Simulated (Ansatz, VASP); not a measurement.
Ti2Co: VASP beside Ansatz

```
Ti Co
1.0
     0.00000    3.48951    3.48951
     3.48951    0.00000    3.48951
     3.48951    3.48951    0.00000
Ti Co
4 2
Direct
  0.12500 0.12500 0.12500
  0.62500 0.12500 0.12500
  0.12500 0.12500 0.62500
  0.12500 0.62500 0.12500
  0.50000 0.50000 0.50000
  0.75000 0.75000 0.75000
```

Alike in both runs: task single point; functional PBEsol; k mesh 10 × 10 × 10; occupations gaussian, width 0.1 eV; collinear spin.

|  | VASP | Ansatz |
| --- | --- | --- |
| version | VASP 6.6.1 | Ansatz 0.2.0 |
| potentials or method | VASP PAW PBE potentials, release 64 (Ti_sv, Co), cutoff 600 eV | scalar-relativistic, plane waves, PAW |
| valence electrons in the cell | 66 | 82 |

Ansatz gave:

```
gap on the k mesh at the Fermi level (eV)                     : none
pressure (GPa)                                                : 0.0
net moment per atom (μB)                                      : 0.31
size of the moment on the site where the two differ most (μB) : 1.01
```

**Question.** What did VASP give for the same quantities?

**Answer.** gap on the k mesh at the Fermi level (eV): none; pressure (GPa): -0.3; net moment per atom (μB): 0.31; size of the moment on the site where the two differ most (μB): 0.97.

VASP's potentials were made for PBE, not for PBEsol. Site moments also hang on the region over which each program counts them. A gap of «none» marks a metal or a gap that the smearing closes. The functional is the same, so the differences come from potentials, cutoffs and numerics. VASP's potentials hold 66 valence electrons a cell and Ansatz's 82, so a difference there can come from the potentials and not from the codes.
